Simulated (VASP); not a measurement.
Set up this calculation in VASP 6.6.1, as the native input.

- Task: single point
- Functional: PBEsol
- Potentials or basis: VASP PAW PBE potentials, release 64 (Ga_d, N)
- Cutoff: 520 eV
- k mesh: 10 × 10 × 10
- Occupations: fermi-dirac, width 0.05 eV
- Spin: no spin polarisation
- Dipole correction: no
- Further INCAR settings: ALGO = Normal; EDIFF = 1e-06; NBANDS = 16

The structure of GaN lies in POSCAR:

```
GaN
1.0
    0.0000000000      2.1593127637      2.1593127637
    2.1593127637      0.0000000000      2.1593127637
    2.1593127637      2.1593127637      0.0000000000
Ga N
1 1
Direct
    0.0000000000      0.0000000000      0.0000000000
    0.2500000000      0.2500000000      0.2500000000
```

One way to write it, as run:

INCAR

```
PREC     = Accurate       # precision mode
ENCUT    = 520            # plane-wave cutoff, eV
EDIFF    = 1E-6           # SCF threshold, eV
ISMEAR   = -1             # smearing method
SIGMA    = 0.05           # smearing width, eV
LREAL    = F              # projectors in reciprocal space
LASPH    = T              # aspherical terms in the spheres
NELM     = 60             # most SCF steps
ALGO     = Normal         # electronic algorithm
ISIF     = 2              # what is computed and relaxed
LWAVE    = F              # write WAVECAR
LCHARG   = T              # write CHGCAR
GGA      = PS             # functional
LELF     = T              # ELF
LVHAR    = T            
NBANDS   = 16             # bands
```

KPOINTS

```
Automatic mesh
0
Gamma
  10 10 10
```

Potentials or basis: VASP PAW PBE potentials, release 64 (Ga_d, N).

Launch:

```console
$ cat potpaw_PBE.64/Ga_d/POTCAR potpaw_PBE.64/N/POTCAR > POTCAR
$ mpirun -np 1 vasp_std > vasp.out
```

Results of the run:

| Property | Result |
| --- | --- |
| Pressure | 29.6 GPa |
| Band gap on the k mesh | 2.50 eV, direct |

Caveat: the PAW data sets were made with another functional, which shifts forces and pressure a little.

It took 12 s on 1 thread of Intel Xeon 6975P-C, with other jobs on the host, peak memory 0.15 GiB.
